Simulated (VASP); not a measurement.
Wanted: the native input for a VASP 6.6.1 run.

| Quantity | Value |
| --- | --- |
| Task | single point |
| Functional | PBEsol |
| Potentials or basis | VASP PAW PBE potentials, release 64 (Si, C) |
| Cutoff | 600 eV |
| k mesh | 10 × 10 × 10 |
| Occupations | gaussian, width 0.05 eV |
| Spin | no spin polarisation |
| Dipole correction | no |
| Further INCAR settings | ALGO = Normal; EDIFF = 1e-06; NBANDS = 11 |

The structure of SiC (Moissanite 3C) lies in POSCAR:

```
SiC
1.0
    0.0000000000      2.1790000000      2.1790000000
    2.1790000000      0.0000000000      2.1790000000
    2.1790000000      2.1790000000      0.0000000000
Si C
1 1
Direct
    0.0000000000      0.0000000000      0.0000000000
    0.7500000000      0.7500000000      0.7500000000
```

The input as run:

INCAR

```
SYSTEM = SiC
PREC = Accurate
ENCUT = 600
EDIFF = 1E-6
ISMEAR = 0
SIGMA = 0.05
LREAL = .FALSE.
LASPH = .TRUE.
NELM = 120
ALGO = Normal
ISIF = 2
LWAVE = .FALSE.
LCHARG = .TRUE.
GGA = PS
LELF = .TRUE.
LVHAR = .TRUE.
NBANDS = 11
GGA_COMPAT = .FALSE.
```

KPOINTS

```
regular mesh
0
G
  10 10 10
  0 0 0
```

Potentials or basis: VASP PAW PBE potentials, release 64 (Si, C).

Run with:

```console
$ cat potpaw_PBE.64/Si/POTCAR potpaw_PBE.64/C/POTCAR > POTCAR
$ mpirun -np 1 vasp_std > vasp.out
```

Results of the run:

* Pressure: 0.0 GPa
* Band gap on the k mesh: 1.23 eV, indirect (least direct gap 4.44 eV)

Caveat: the PAW data sets were made with another functional, which shifts forces and pressure a little.

Run time: 12 s on 1 thread of Intel(R) Xeon(R) Platinum 8559C (Emerald Rapids) (shared host), peak memory 0.15 GiB.
